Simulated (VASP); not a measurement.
**CdF2 (fluorite type): single point with PBE**

The system is CdF2 (fluorite type).

```
Cd F
1.0
     0.00000    2.74072    2.74072
     2.74072    0.00000    2.74072
     2.74072    2.74072    0.00000
Cd F
1 2
Cartesian
  0.1155 0.1155 0.1155
  1.3704 1.3704 1.3704
  4.1111 4.1111 4.1111
```

This cell differs from its parent crystal: atom 1 (Cd) moved by [0.11547, 0.11547, 0.11547] A.

```
Program                : VASP 6.6.1
Task                   : single point
Functional             : PBE
Potentials or basis    : VASP PAW PBE potentials, release 64 (Cd, F)
Cutoff                 : 520 eV
k mesh                 : 11 × 11 × 11
Occupations            : fermi-dirac, width 0.05 eV
Spin                   : no spin polarisation
Dipole correction      : no
Further INCAR settings : ALGO = Normal; EDIFF = 1e-07; NBANDS = 20
```

The pressure is 2.5 GPa. The largest force is 1.060 eV/Å and the band gap on the k mesh is 2.95 eV (least direct gap 3.48 eV).

Forces on the atoms (eV/Å):
```
Cd  -0.612 -0.612 -0.612
F    0.472  0.472  0.472
F    0.140  0.140  0.140
```

Stress tensor (GPa, compression positive):
```
2.52 1.28 1.28
1.28 2.52 1.28
1.28 1.28 2.52
```

Levels at points of the mesh, in eV from the valence-band top:
```
           k point  band 10  band 11  band 12  band 13  band 14  band 15  band 16  band 17
(0.00, 0.00, 0.00)    -0.76    -0.54    -0.53    -0.53     2.95    12.52    12.52    12.71
```

Wall time 62 s on 1 thread of AMD EPYC 9R45 96-Core Processor (Zen 5), with other jobs on the host, peak memory 0.22 GiB.

Caveat: the cell differs from its parent crystal (atom 1 (Cd) moved by [0.11547, 0.11547, 0.11547] A); forces of over 1 eV/Å act on the atoms, so gaps and moduli don't describe the material at rest. A k mesh can miss the band edges.
